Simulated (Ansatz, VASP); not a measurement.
**AgCl: VASP beside Ansatz**

Contents of INCAR:

```
SYSTEM = AgCl
PREC     = Accurate       ! precision mode
ENCUT    = 520            ! plane-wave cutoff, eV
EDIFF    = 1E-7           ! SCF threshold, eV
ISMEAR   = -1             ! smearing method
SIGMA    = 0.02           ! smearing width, eV
LREAL    = .FALSE.        ! projectors in reciprocal space
LASPH    = .TRUE.         ! aspherical terms in the spheres
NELM     = 80             ! most SCF steps
ALGO     = Normal         ! electronic algorithm
ISIF     = 2              ! what is computed and relaxed
LWAVE    = .FALSE.        ! write WAVECAR
LCHARG   = .FALSE.        ! write CHGCAR
GGA      = PE             ! functional
NBANDS   = 26             ! bands
```

Contents of KPOINTS:

```
Automatic mesh
0
G
  6 6 4
  0 0 0
```

File POSCAR:

```
AgCl
1.0
    4.6331659782      0.0000000000      0.0000000000
   -2.3165829891      4.0124394371      0.0000000000
    0.0000000000      0.0000000000      5.5481418421
Ag Cl
2 2
Direct
    0.3333333333      0.6666666667      0.2500000000
    0.6666666667      0.3333333333      0.7500000000
    0.6666666667      0.3333333333      0.2500000000
    0.3333333333      0.6666666667      0.7500000000
```

Input for Ansatz:

```yaml
crystal:
  lattice:
    - [4.6331659782, 0.0, 0.0]
    - [-2.3165829891, 4.0124394371, 0.0]
    - [0.0, 0.0, 5.5481418421]
  atoms:
    - { symbol: Ag, position: [0.3333333333, 0.6666666667, 0.25] }
    - { symbol: Ag, position: [0.6666666667, 0.3333333333, 0.75] }
    - { symbol: Cl, position: [0.6666666667, 0.3333333333, 0.25] }
    - { symbol: Cl, position: [0.3333333333, 0.6666666667, 0.75] }
kpoints:
  mp_grid: { grid: [6, 6, 4] }
  band_path:
    path:
      - [0.0, 0.0, 0.0]
      - [0.5, 0.0, 0.0]
      - [0.3333333333, 0.3333333333, 0.0]
      - [0.0, 0.0, 0.5]
      - [0.5, 0.0, 0.5]
      - [0.3333333333, 0.3333333333, 0.5]
    npoints: 1
hamiltonian:
  xc: pbe
scf:
  occupations: { method: fermi_dirac, width: 0.02 }
  n_extra_bands: 5
output:
  forces: true
  stress: true
  eigenvalues: true
```

Change from the starting cell: epitaxial_xy strain +2.5%.

Alike in both runs: task single point; functional PBE; k mesh 6 × 6 × 4; occupations fermi-dirac, width 0.02 eV; no spin polarisation.

```csv
,VASP,Ansatz
version,VASP 6.6.1,Ansatz 0.2.0
potentials or method,"VASP PAW PBE potentials, release 64 (Ag, Cl)","plane waves, PAW"
plane-wave cutoff (eV),520,420
valence electrons in the cell,36,52
```

Ansatz gave:

```
gap on the k mesh at the Fermi level (eV)                     : 1.21
pressure (GPa)                                                : 0.6
traceless stress, the component that is largest in VASP (GPa) : 0.87
```

Q: What did VASP give for the same quantities?

A: gap on the k mesh at the Fermi level (eV): 1.21; pressure (GPa): 0.5; traceless stress, the component that is largest in VASP (GPa): 0.87.

The functional is the same, so the differences come from potentials, cutoffs and numerics. VASP's potentials hold 36 valence electrons a cell and Ansatz's 52, so a difference there can come from the potentials and not from the codes.
